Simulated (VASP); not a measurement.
A run of VASP 6.6.1:

The input INCAR:

```
SYSTEM = PbSe
PREC = Accurate
ENCUT = 520
EDIFF = 1E-7
ISMEAR = -1
SIGMA = 0.05
LREAL = .FALSE.
LASPH = .TRUE.
NELM = 80
ALGO = Normal
ISIF = 2
LWAVE = .FALSE.
LCHARG = .FALSE.
GGA = CA
NBANDS = 17
```

File KPOINTS:

```
regular mesh
0
G
  7 7 7
  0 0 0
```

The input POSCAR:

```
PbSe
1.0
    3.7070692621      0.0000000000      0.0000000000
    0.0000000000      3.7070692621      0.0000000000
    0.0000000000      0.0000000000      3.7070692621
Pb Se
1 1
Direct
    0.0000000000      0.0000000000      0.0000000000
    0.5000000000      0.5000000000      0.5000000000
```

Potentials or basis: VASP PAW LDA potentials, release 64 (Pb_d, Se).

Launch:

```sh
$ cat potpaw_LDA.64/Pb_d/POTCAR potpaw_LDA.64/Se/POTCAR > POTCAR
$ mpirun -np 1 vasp_std > vasp.out
```

Hardware: 1 thread of Intel(R) Xeon(R) Platinum 8259CL CPU @ 2.50GHz (Skylake/Cascade Lake) (shared host).

Problem. Estimate the wall time of this run.

Solution. Wall time 13 s on 1 thread of Intel(R) Xeon(R) Platinum 8259CL CPU @ 2.50GHz (Skylake/Cascade Lake), on a shared host, peak memory 0.15 GiB. Counts: scf iterations 12, k points 20.
